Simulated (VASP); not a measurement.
CsDyPt:

```
CELL_PARAMETERS angstrom
6.91457 0.00000 0.00000
-3.45728 5.98819 0.00000
0.00000 0.00000 5.12756
ATOMIC_POSITIONS crystal
Cs 0.66667 0.33333 0.50000
Dy 0.00000 0.00000 0.50000
Pt 0.00000 0.00000 0.00000
```

The cell was generated, and may not be a known phase.

```yaml
Program: VASP 6.6.1
Task: relaxation of cell and atoms
Functional: PBE
Potentials_or_basis: VASP PAW PBE potentials, release 64 (Cs_sv, Dy_3, Pt), 4f in core
Cutoff: 500 eV
k_mesh: 12 × 12 × 10
Occupations: gaussian, width 0.1 eV
Spin: no spin polarisation
```

At the start: pressure 0.3 GPa; volume 70.77 Å³/atom.

Where does the relaxation end?

Over 6 steps the energy falls by 3.6 meV/atom and the volume is 75.67 Å³/atom (+6.9 %); space group P-6m2 (No. 187, to 0.1 Å) before and after.

Step by step:
```tsv
step	energy change (eV)	largest force (eV/Å)	pressure (GPa)	volume (Å³)
1	0.0000	0.0000	0.28	212.31
2	-0.0036	0.0000	0.06	216.16
3	-0.0036	0.0000	0.05	216.32
4	-0.0073	0.0000	0.04	219.49
5	-0.0105	0.0000	-0.01	229.12
6	-0.0107	0.0000	0.00	227.00
```

Final structure:
```yaml
crystal:
  lattice:
    - [7.12669, 0.00000, 0.00000]
    - [-3.56335, 6.17190, 0.00000]
    - [0.00000, 0.00000, 5.16088]
  atoms:
    - { symbol: Cs, position: [0.66667, 0.33333, 0.50000] }
    - { symbol: Dy, position: [0.00000, 0.00000, 0.50000] }
    - { symbol: Pt, position: [0.00000, 0.00000, 0.00000] }
```
